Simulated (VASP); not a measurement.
Here is a VASP 6.6.1 calculation.

File INCAR:

```
SYSTEM = Ga
PREC = Accurate ; ENCUT = 520
EDIFF = 1E-7 ; ISMEAR = -1
SIGMA = 0.1 ; LREAL = .FALSE.
LASPH = .TRUE. ; NELM = 100
ALGO = Normal ; ISIF = 2
LWAVE = .FALSE. ; LCHARG = .FALSE.
GGA = CA ; NBANDS = 12
```

KPOINTS

```
Automatic mesh
0
G
  22 22 22
  0 0 0
```

POSCAR

```
Ga
1.0
   -1.6318100944      1.6318100944      1.6318100944
    1.6318100944     -1.6318100944      1.6318100944
    1.6318100944      1.6318100944     -1.6318100944
Ga
1
Direct
    0.0000000000      0.0000000000      0.0000000000
```

Potentials or basis: VASP PAW LDA potentials, release 64 (Ga_d).

The run is started by

```sh
$ cat potpaw_LDA.64/Ga_d/POTCAR > POTCAR
$ mpirun -np 1 vasp_std > vasp.out
```

Problem. What does it give for the band gap on the k mesh?

Solution. Zero (an odd number of electrons rules out a gap without spin polarisation).

Problem. What does it give for the pressure?

Solution. 0.1 GPa.
